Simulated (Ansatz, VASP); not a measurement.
# One calculation of Rh, two programs

```
CELL_PARAMETERS angstrom
2.69212 0.00000 0.00000
-1.34606 2.33144 0.00000
0.00000 0.00000 8.81731
ATOMIC_POSITIONS crystal
Rh 0.00000 0.00000 0.00000
Rh 0.33333 0.66667 0.25000
Rh 0.00000 0.00000 0.50000
Rh 0.66667 0.33333 0.75000
```

Alike in both runs: functional BLYP; dispersion D3(BJ); k mesh 10 × 10 × 3; occupations fermi-dirac, width 0.05 eV; no spin polarisation.

Ansatz relaxed the structure, and its values are those at the end. VASP's run is a single point on that final structure, the one shown.

|  | VASP | Ansatz |
| --- | --- | --- |
| version | VASP 6.6.1 | Ansatz 0.2.0 |
| potentials or method | VASP PAW PBE potentials, release 64 (Rh_pv) | plane waves, PAW |
| plane-wave cutoff (eV) | 520 | 420 |
| valence electrons in the cell | 60 | 68 |

VASP gave:

```
pressure (GPa) : 0.6
```

**Question.** Which values does Ansatz return?

**Answer.** Pressure (GPa): 0.0.

VASP's potentials were made for PBE, not for BLYP. VASP's potentials hold 60 valence electrons a cell and Ansatz's 68, so a difference there can come from the potentials and not from the codes.
